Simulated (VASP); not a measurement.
# MoSe (Pm-3m) in VASP: a series of runs

Runs on MoSe. Level: r2SCAN+U. Tasks: single point.

All numbers are computed with VASP 6.6.1; they aren't measurements. Logs are shortened: lines on timing, memory, paths and dates and some standing lists are left out, and cuts for length are marked.

## Step 1: The cell of the first run

The structure is cubic, space group Pm-3m (No. 221). Conventional cell: a = 3.531 Å, b = 3.531 Å, c = 3.531 Å, α = 90.00°, β = 90.00°, γ = 90.00°. Within 4.0 Å of Mo (site symmetry m-3m) lie 8 Se at 3.06 Å and 6 Mo at 3.53 Å. Within 4.0 Å of Se (site symmetry m-3m) lie 8 Mo at 3.06 Å and 6 Se at 3.53 Å.

## Step 2: Single point, r2SCAN+U, collinear spin

POSCAR reads:

```
MoSe
1.0
    3.5312279558      0.0000000000      0.0000000000
    0.0000000000      3.5312279558      0.0000000000
    0.0000000000      0.0000000000      3.5312279558
Mo Se
1 1
Direct
    0.0000000000      0.0000000000      0.0000000000
    0.5000000000      0.5000000000      0.5000000000
```

INCAR.step1 reads:

```
PREC = Accurate
ENCUT = 520
ISMEAR = 0
SIGMA = 0.1
LREAL = False
LASPH = True
NELM = 150
ISPIN = 2
MAGMOM = 0.5 0
LMAXMIX = 4
LDAU = True
LDAUTYPE = 2
LDAUL = 2 -1
LDAUU = 4.38 0
LDAUJ = 0 0
NBANDS = 21
GGA = PE
ALGO = Normal
EDIFF = 1E-4
LWAVE = True
LCHARG = False
```

INCAR.step2 reads:

```
PREC = Accurate
ENCUT = 520
EDIFF = 1E-7
ISMEAR = 0
SIGMA = 0.1
LREAL = False
LASPH = True
NELM = 150
ALGO = Normal
ISIF = 2
LWAVE = False
LCHARG = False
ISPIN = 2
MAGMOM = 0.5 0
LORBIT = 11
LMAXMIX = 4
LDAU = True
LDAUTYPE = 2
LDAUL = 2 -1
LDAUU = 4.38 0
LDAUJ = 0 0
LDAUPRINT = 1
METAGGA = R2SCAN
LMIXTAU = True
NBANDS = 21
ISTART = 1
```

KPOINTS reads:

```
regular mesh
0
Gamma
  12 12 12
```

Potentials or basis: VASP PAW PBE potentials, release 64 (Mo_sv, Se).

The run is started by

```bash
cat potpaw_PBE.64/Mo_sv/POTCAR potpaw_PBE.64/Se/POTCAR > POTCAR
cp INCAR.step1 INCAR
mpirun -np 1 vasp_std > vasp.out
cp INCAR.step2 INCAR
mpirun -np 1 vasp_std > vasp.out
```

OUTCAR:

```text
PREC = Accurate
   ENCUT = 520
   EDIFF = 1E-7
   ISMEAR = 0
   LREAL = False
   LASPH = True
   NELM = 150
   ISIF = 2
   ISPIN = 2
   LORBIT = 11
   METAGGA = R2SCAN
   ISTART = 1

 ion  position               nearest neighbor table
   1  0.000  0.000  0.000-   2 3.06   2 3.06   2 3.06   2 3.06   2 3.06   2 3.06   2 3.06   2 3.06

   2  0.500  0.500  0.500-   1 3.06   1 3.06   1 3.06   1 3.06   1 3.06   1 3.06   1 3.06   1 3.06

  LATTYP: Found a simple cubic cell.
 ALAT       =     3.5312279558

  Lattice vectors:

 A1 = (   3.5312279558,   0.0000000000,   0.0000000000)
 A2 = (   0.0000000000,   3.5312279558,   0.0000000000)
 A3 = (   0.0000000000,   0.0000000000,   3.5312279558)

Analysis of symmetry for initial positions (statically):
=====================================================================
 Subroutine PRICEL returns:
 Original cell was already a primitive cell.

 Routine SETGRP: Setting up the symmetry group for a
 simple cubic supercell.

 Subroutine GETGRP returns: Found 48 space group operations
 (whereof 48 operations were pure point group operations)
 out of a pool of 48 trial point group operations.

The static configuration has the point symmetry O_h .

Analysis of symmetry for dynamics (positions and initial velocities):
=====================================================================
 Subroutine PRICEL returns:
 Original cell was already a primitive cell.

 Routine SETGRP: Setting up the symmetry group for a
 simple cubic supercell.

 Subroutine GETGRP returns: Found 48 space group operations
 (whereof 48 operations were pure point group operations)
 out of a pool of 48 trial point group operations.

The dynamic configuration has the point symmetry O_h .

Analysis of structural, dynamic, and magnetic symmetry:
=====================================================================
 Subroutine PRICEL returns:
 Original cell was already a primitive cell.

 Routine SETGRP: Setting up the symmetry group for a
 simple cubic supercell.

 Subroutine GETGRP returns: Found 48 space group operations
 (whereof 48 operations were pure point group operations)
 out of a pool of 48 trial point group operations.

The overall configuration has the point symmetry O_h .

 Subroutine INISYM returns: Found 48 space group operations
 (whereof 48 operations are pure point group operations),
 and found     1 'primitive' translations

----------------------------------------------------------------------------------------

                                     Primitive cell

  volume of cell :      44.0329

  direct lattice vectors                    reciprocal lattice vectors
     3.531227956  0.000000000  0.000000000     0.283187609  0.000000000  0.000000000
     0.000000000  3.531227956  0.000000000     0.000000000  0.283187609  0.000000000
     0.000000000  0.000000000  3.531227956     0.000000000  0.000000000  0.283187609

  length of vectors
     3.531227956  3.531227956  3.531227956     0.283187609  0.283187609  0.283187609

  position of ions in fractional coordinates (direct lattice)
     0.000000000  0.000000000  0.000000000
     0.500000000  0.500000000  0.500000000

  ion indices of the primitive-cell ions
   primitive index   ion index
                 1           1
                 2           2

----------------------------------------------------------------------------------------

 KPOINTS: regular mesh

Automatic generation of k-mesh.
 Grid dimensions read from file:
 generate k-points for:   12   12   12

 Generating k-lattice:

  Cartesian coordinates                     Fractional coordinates (reciprocal lattice)
     0.023598967  0.000000000  0.000000000     0.083333333  0.000000000  0.000000000
     0.000000000  0.023598967  0.000000000     0.000000000  0.083333333  0.000000000
     0.000000000  0.000000000  0.023598967     0.000000000  0.000000000  0.083333333

  Length of vectors
     0.023598967  0.023598967  0.023598967

  Shift w.r.t. Gamma in fractional coordinates (k-lattice)
     0.000000000  0.000000000  0.000000000

 Subroutine IBZKPT returns following result:
 ===========================================

 Found     84 irreducible k-points:

 Following reciprocal coordinates:
            Coordinates               Weight
  0.000000  0.000000  0.000000      1.000000
  0.083333  0.000000  0.000000      6.000000
  0.166667  0.000000  0.000000      6.000000
  0.250000  0.000000  0.000000      6.000000
  0.333333  0.000000  0.000000      6.000000
  0.416667  0.000000  0.000000      6.000000
[... 16 lines left out ...]
  0.333333  0.333333  0.000000     12.000000
  0.416667  0.333333  0.000000     24.000000
 [... further k-points ...]
   k-points           NKPTS =     84   k-points in BZ     NKDIM =     84   number of bands    NBANDS=     21
   number of dos      NEDOS =    301   number of ions     NIONS =      2
   total plane-waves  NPLWV =  21952
   dimension x,y,z NGX =    28 NGY =   28 NGZ =   28
   dimension x,y,z NGXF=    56 NGYF=   56 NGZF=   56
   ions per type =               1   1
   NGX,Y,Z   is equivalent  to a cutoff of  13.18, 13.18, 13.18 a.u.
   NGXF,Y,Z  is equivalent  to a cutoff of  26.36, 26.36, 26.36 a.u.
 SYSTEM =  unknown system
   PREC   = accura    normal or accurate (medium, high low for compatibility)
   ISTART =      1    job   : 0-new  1-cont  2-samecut
   ICHARG =      0    charge: 1-file 2-atom 10-const
   ISPIN  =      2    spin polarized calculation?
   LNONCOLLINEAR =      F non collinear calculations
   LSORBIT =      F    spin-orbit coupling
   LASPH  =      T    aspherical Exc in radial PAW
   ENCUT  =  520.0 eV  38.22 Ry    6.18 a.u.   6.57  6.57  6.57*2*pi/ulx,y,z
   NELM   =    150;   NELMIN=  2; NELMDL=  0     # of ELM steps
   EDIFF  = 0.1E-06   stopping-criterion for ELM
   LREAL  =      F    real-space projection
   EDIFFG = 0.1E-05   stopping-criterion for IOM
   NSW    =      0    number of steps for IOM
   IBRION =     -1    ionic relax: 0-MD 1-quasi-New 2-CG
   NFREE  =      0    steps in history (QN), initial steepest desc. (CG)
   ISIF   =      2    stress and relaxation
   ISYM   =      2    0-nonsym 1-usesym 2-fastsym
   POTIM  = 0.5000    time-step for ionic-motion
   TEBEG  =    0.0;   TEEND  =   0.0 temperature during run
   PSTRESS=    0.0 pullay stress
   NELECT =      20.0000    total number of electrons
   NUPDOWN=      -1.0000    fix difference up-down
   EMIN   =  10.00;   EMAX   =-10.00  energy-range for DOS
   EFERMI =   0.00;   METHOD = LEGACY
   ISMEAR =     0;   SIGMA  =   0.10  broadening in eV -4-tet -1-fermi 0-gaus
   EFERMI_NEDOS =   21; number of points for ismear=-14 and -15
   IALGO  =     38    algorithm
   IMIX   =      4    mixing-type and parameters
     AMIX     =   0.40;   BMIX     =  1.00
     AMIX_MAG =   1.60;   BMIX_MAG =  1.00
  volume/ion in A,a.u.               =      22.02       148.57
  Fermi-wavevector in a.u.,A,eV,Ry     =   1.258420  2.378070 21.546483  1.583622
  Thomas-Fermi vector in A             =   2.392031
   LORBIT       =     11    0 simple, 1 ext, 2 COOP (PROOUT), +10 PAW based schemes
 LDA+U is selected, type is set to LDAUTYPE =  2
   angular momentum for each species LDAUL =     2   -1
   U (eV)           for each species LDAUU =   4.4  0.0
   J (eV)           for each species LDAUJ =   0.0  0.0
   METAGGA = R2SCAN    functional components
   LHFCALC =     F    Hartree Fock is set to
   AEXX    =    0.0000 exact exchange contribution
   IVDW    =     0    specifies the selected vdW correction
   LEPSILON=     F    determine dielectric tensor
   LRPA    =     F    only Hartree local field effects (RPA)
 spin polarized calculation
 Gauss-broadening in eV      SIGMA  =   0.10
  energy-cutoff  :      520.00
  volume of cell :       44.03
 maximum number of plane-waves:      1213
 NGX is ok and might be reduce to    28
   NGX = 13   NGY = 13   NGZ = 13

atom =   1  type =  1  l = 2

 onsite density matrix

spin component  1

  0.7289  0.0000 -0.0000 -0.0000  0.0000
  0.0000  0.7289 -0.0000  0.0000 -0.0000
 -0.0000 -0.0000  0.8413  0.0000  0.0000
 -0.0000  0.0000  0.0000  0.7289 -0.0000
  0.0000 -0.0000  0.0000 -0.0000  0.8413

spin component  2

  0.0381 -0.0000  0.0000  0.0000 -0.0000
 -0.0000  0.0381 -0.0000 -0.0000  0.0000
  0.0000 -0.0000  0.0074 -0.0000  0.0000
  0.0000 -0.0000 -0.0000  0.0381 -0.0000
 -0.0000  0.0000  0.0000 -0.0000  0.0074

 occupancies and eigenvectors

  o =  0.0074  v =  0.0000  0.0000  0.0000  0.0000  0.0000 -0.0000  0.0000  0.0055 -0.0000 -1.0000      0.0000  0.0000  0.0000  0.0000  0.0000  0.0000  0.0000  0.0000  0.0000  0.0000
  o =  0.0074  v =  0.0000  0.0000  0.0000  0.0000  0.0000  0.0000 -0.0000 -1.0000 -0.0000 -0.0055      0.0000  0.0000  0.0000  0.0000  0.0000  0.0000  0.0000  0.0000  0.0000  0.0000
  o =  0.0381  v =  0.0000  0.0000  0.0000  0.0000  0.0000  0.0655  0.7447 -0.0000  0.6641  0.0000      0.0000  0.0000  0.0000  0.0000  0.0000  0.0000  0.0000  0.0000  0.0000  0.0000
  o =  0.0381  v =  0.0000  0.0000  0.0000  0.0000  0.0000  0.1051  0.6567  0.0000 -0.7468  0.0000      0.0000  0.0000  0.0000  0.0000  0.0000  0.0000  0.0000  0.0000  0.0000  0.0000
  o =  0.0381  v =  0.0000  0.0000  0.0000  0.0000  0.0000  0.9923 -0.1187  0.0000  0.0353 -0.0000      0.0000  0.0000  0.0000  0.0000  0.0000  0.0000  0.0000  0.0000  0.0000  0.0000
  o =  0.7289  v =  1.0000  0.0000  0.0000  0.0000  0.0000  0.0000  0.0000  0.0000  0.0000  0.0000      0.0000  0.0000  0.0000  0.0000  0.0000  0.0000  0.0000  0.0000  0.0000  0.0000
  o =  0.7289  v =  0.0000  0.3189  0.0000  0.9478  0.0000  0.0000  0.0000  0.0000  0.0000  0.0000      0.0000  0.0000  0.0000  0.0000  0.0000  0.0000  0.0000  0.0000  0.0000  0.0000
  o =  0.7289  v =  0.0000 -0.9478 -0.0000  0.3189  0.0000  0.0000  0.0000  0.0000  0.0000  0.0000      0.0000  0.0000  0.0000  0.0000  0.0000  0.0000  0.0000  0.0000  0.0000  0.0000
  o =  0.8413  v =  0.0000  0.0000  1.0000 -0.0000  0.0060  0.0000  0.0000  0.0000  0.0000  0.0000      0.0000  0.0000  0.0000  0.0000  0.0000  0.0000  0.0000  0.0000  0.0000  0.0000
  o =  0.8413  v =  0.0000  0.0000 -0.0060 -0.0000  1.0000  0.0000  0.0000  0.0000  0.0000  0.0000      0.0000  0.0000  0.0000  0.0000  0.0000  0.0000  0.0000  0.0000  0.0000  0.0000

 number of electron      20.0000003 magnetization       4.0000015

 Free energy of the ion-electron system (eV)
  ---------------------------------------------------
  ext. energy  EPLUGINS =         0.00000000
  ---------------------------------------------------
  free energy    TOTEN  =       -36.49813194 eV

  energy without entropy =      -36.49603627  energy(sigma->0) =      -36.49708410

 E-fermi :   6.9070     XC(G=0): -11.1476

 val. band max:        6.9007184342   @ k =   0.4167   0.4167   0.3333
 cond. band min:       6.9407152936   @ k =   0.1667   0.1667   0.0000
 fundamental gap:      0.0399968594
 Fermi energy:         6.9069800058

 spin component 1

 k-point     1 :       0.0000    0.0000    0.0000
  band No.  band energies     occupation
      1     -56.9589      1.00000
      2     -30.5288      1.00000
      3     -30.5288      1.00000
      4     -30.5288      1.00000
      5      -7.8564      1.00000
      6       2.3903      1.00000
[... 550 lines left out ...]
      5      -6.6744      1.00000
      6       1.1757      1.00000
[... 13 lines left out ...]
     20      20.9138      0.00000
     21      22.1669      0.00000

 [... further k-points ...]

 spin component 2

 k-point     1 :       0.0000    0.0000    0.0000
  band No.  band energies     occupation
      1     -53.8850      1.00000
      2     -27.0310      1.00000
      3     -27.0310      1.00000
      4     -27.0310      1.00000
      5      -8.1860      1.00000
      6       4.8840      1.00000
[... 550 lines left out ...]
      5      -7.0616      1.00000
      6       1.6294      1.00000
[... 13 lines left out ...]
     20      21.3888      0.00000
     21      23.5522      0.00000

 [... further k-points ...]
[... 5 lines left out ...]
  --------------------------------------------------------------------------------------
  -------------------------------------------------------------------------------------
  Total       -0.6685354     -0.6685354     -0.6685354     -0.0000000     -0.0000000      0.0000000
  in kB      -24.3252749    -24.3252749    -24.3252749     -0.0000000     -0.0000000      0.0000000
  external PRESSURE =     -24.3252749 kB  Pullay stress =       0.0000000 kB

 VOLUME and BASIS-vectors are now :
 -----------------------------------------------------------------------------
  energy-cutoff  :      520.00
  volume of cell :       44.03
      direct lattice vectors                 reciprocal lattice vectors
     3.531227956  0.000000000  0.000000000     0.283187609  0.000000000  0.000000000
     0.000000000  3.531227956  0.000000000     0.000000000  0.283187609  0.000000000
     0.000000000  0.000000000  3.531227956     0.000000000  0.000000000  0.283187609

 POSITION                                       TOTAL-FORCE (eV/Angst)
 -----------------------------------------------------------------------------------
      0.00000      0.00000      0.00000         0.000000      0.000000      0.000000
      1.76561      1.76561      1.76561         0.000000      0.000000      0.000000
 -----------------------------------------------------------------------------------
    total drift:                               -0.000000      0.000000     -0.000000

  FREE ENERGIE OF THE ION-ELECTRON SYSTEM (eV)
  ---------------------------------------------------
  free  energy   TOTEN  =       -36.4981319359 eV

  energy  without entropy=      -36.4960362740  energy(sigma->0) =      -36.49708410

 total charge

# of ion       s       p       d       tot
------------------------------------------
    1        2.146   6.037   3.964  12.147
    2        1.483   2.324   0.031   3.838
--------------------------------------------------
tot          3.629   8.361   3.995  15.985

 magnetization (x)

# of ion       s       p       d       tot
------------------------------------------
    1        0.065   0.039   3.712   3.816
    2        0.029  -0.330   0.020  -0.281
--------------------------------------------------
tot          0.094  -0.291   3.732   3.535
```

Run time: 25 min. Hardware: 1 thread of Oxide Virtual Turin-like, shared host; peak memory 0.23 GiB.

Results:

* Free energy: -36.4981 eV
* Pressure: -2.4 GPa
* Band gap on the k mesh: zero (filled and empty bands overlap)
* Net moment: 4.00 μB per cell
* Site moments: Mo +3.82; Se -0.28 μB
* Valence electrons inside the program's atomic spheres: Mo 12.15; Se 3.84

Eigenvalues of the final occupation matrices:
```tsv
site	spin	trace	eigenvalues
site 1 d	1	3.87	0.73 0.73 0.73 0.84 0.84
site 1 d	2	0.13	0.01 0.01 0.04 0.04 0.04
```

Caveat: the PAW data sets were made with another functional, which shifts forces and pressure a little.

## Step 3: Single point, r2SCAN+U, collinear spin

This run uses another cell than the first one, of 22.90 Å³/atom.

POSCAR reads:

```
MoSe
1.0
    3.5776968104      0.0000000000      0.0000000000
    0.0000000000      3.5776968104      0.0000000000
    0.0000000000      0.0000000000      3.5776968104
Mo Se
1 1
Direct
    0.0000000000      0.0000000000      0.0000000000
    0.5000000000      0.5000000000      0.5000000000
```

INCAR.step1 reads:

```
SYSTEM = MoSe
  ALGO = Normal
  EDIFF = 1E-4
  ENCUT = 520
  GGA = PE
  ISMEAR = 0
  ISPIN = 2
  LASPH = .TRUE.
  LCHARG = .FALSE.
  LDAU = .TRUE.
  LDAUJ = 0 0
  LDAUL = 2 -1
  LDAUTYPE = 2
  LDAUU = 4.38 0
  LMAXMIX = 4
  LREAL = .FALSE.
  LWAVE = .TRUE.
  MAGMOM = 2 0
  NBANDS = 21
  NELM = 150
  PREC = Accurate
  SIGMA = 0.1
```

INCAR.step2 reads:

```
SYSTEM = MoSe
  ALGO = Normal
  EDIFF = 1E-6
  ENCUT = 520
  ISIF = 2
  ISMEAR = 0
  ISPIN = 2
  ISTART = 1
  LASPH = .TRUE.
  LCHARG = .FALSE.
  LDAU = .TRUE.
  LDAUJ = 0 0
  LDAUL = 2 -1
  LDAUPRINT = 1
  LDAUTYPE = 2
  LDAUU = 4.38 0
  LMAXMIX = 4
  LMIXTAU = .TRUE.
  LORBIT = 11
  LREAL = .FALSE.
  LWAVE = .FALSE.
  MAGMOM = 2 0
  METAGGA = R2SCAN
  NBANDS = 21
  NELM = 150
  PREC = Accurate
  SIGMA = 0.1
```

KPOINTS reads:

```
k-points
0
G
  12 12 12
  0 0 0
```

Potentials or basis: VASP PAW PBE potentials, release 64 (Mo_sv, Se).

The run is started by

```bash
cat potpaw_PBE.64/Mo_sv/POTCAR potpaw_PBE.64/Se/POTCAR > POTCAR
cp INCAR.step1 INCAR
mpirun -np 1 vasp_std > vasp.out
cp INCAR.step2 INCAR
mpirun -np 1 vasp_std > vasp.out
```

It took 14 min on 1 thread of Oxide Virtual Turin-like, shared host; peak memory 0.24 GiB.

Results (log left out):

- Free energy: -36.4582 eV
- Pressure: -4.8 GPa
- Band gap on the k mesh: zero (filled and empty bands overlap)
- Net moment: 4.00 μB per cell
- Site moments: Mo +3.83; Se -0.30 μB
- Valence electrons inside the program's atomic spheres: Mo 12.13; Se 3.82

Levels at points of the mesh, in eV from the Fermi level:
Spin up:
```
           k point  band 8  band 9  band 10  band 11  band 12  band 13  band 14  band 15  band 16  band 17
(0.00, 0.00, 0.00)   -1.72   -1.72    -1.72    -1.62    -1.62    -1.62     0.02     8.04     8.04    13.18
(0.50, 0.00, 0.00)   -3.63   -3.63    -1.60    -1.55     1.33     1.33     3.67     6.13     6.48     7.72
(0.50, 0.50, 0.00)   -3.96   -2.40    -2.40    -2.09    -1.67    -0.53     1.73     8.07     8.07     9.52
(0.50, 0.50, 0.50)   -5.80   -1.63    -1.63     1.20     1.20     1.20     2.42     2.42     2.42     5.71
```
Spin down:
```
           k point  band 6  band 7  band 8  band 9  band 10  band 11
(0.00, 0.00, 0.00)   -1.94   -1.94   -1.94    1.45     1.45     2.21
(0.50, 0.00, 0.00)   -6.05   -1.96   -1.96    2.60     4.98     5.04
(0.50, 0.50, 0.00)   -4.78   -4.78   -1.00    0.76     3.23     3.35
(0.50, 0.50, 0.50)   -4.72   -4.72   -4.72    3.80     3.80     3.80
```

Eigenvalues of the final occupation matrices:
```csv
site,spin,trace,eigenvalues
site 1 d,1,3.88,0.73 0.73 0.73 0.84 0.84
site 1 d,2,0.12,0.01 0.01 0.03 0.03 0.03
```

Caveat: the cell stands under tension; the PAW data sets were made with another functional, which shifts forces and pressure a little.

The gap in the log of VASP goes by the Fermi energy; the results here count the filled bands.